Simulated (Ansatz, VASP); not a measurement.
TiTe2 in VASP and in Ansatz

```
CELL_PARAMETERS angstrom
3.77700 0.00000 0.00000
-1.88850 3.27098 0.00000
0.00000 0.00000 6.49800
ATOMIC_POSITIONS crystal
Ti 0.00000 0.00000 0.00000
Te 0.66667 0.33333 0.26335
Te 0.33333 0.66667 0.73665
```

Alike in both runs: functional PBE; dispersion D3(BJ); k mesh 15 × 15 × 8; occupations gaussian, width 0.1 eV; no spin polarisation.

Ansatz relaxed the structure, and its values are those at the end. VASP's run is a single point on that final structure, the one shown.

```csv
,VASP,Ansatz
version,VASP 6.6.1,Ansatz 0.2.0
potentials or method,"VASP PAW PBE potentials, release 64 (Ti_sv, Te), cutoff 520 eV","scalar-relativistic, plane waves, PAW"
valence electrons in the cell,24,44
```

|  | VASP | Ansatz | Ansatz less VASP |
| --- | --- | --- | --- |
| gap on the k mesh at the Fermi level (eV) | none | none | - |
| pressure (GPa) | -2.2 | -2.1 | +0.02 |
| rms of the force components (eV/Å) | 0.005 | 0.000 | -0.0045 |

A gap of «none» marks a metal or a gap that the smearing closes. VASP's potentials hold 24 valence electrons a cell and Ansatz's 44, so a difference there can come from the potentials and not from the codes. Ansatz's warnings: stress scf threshold loose.

Neither program's run includes spin-orbit coupling.
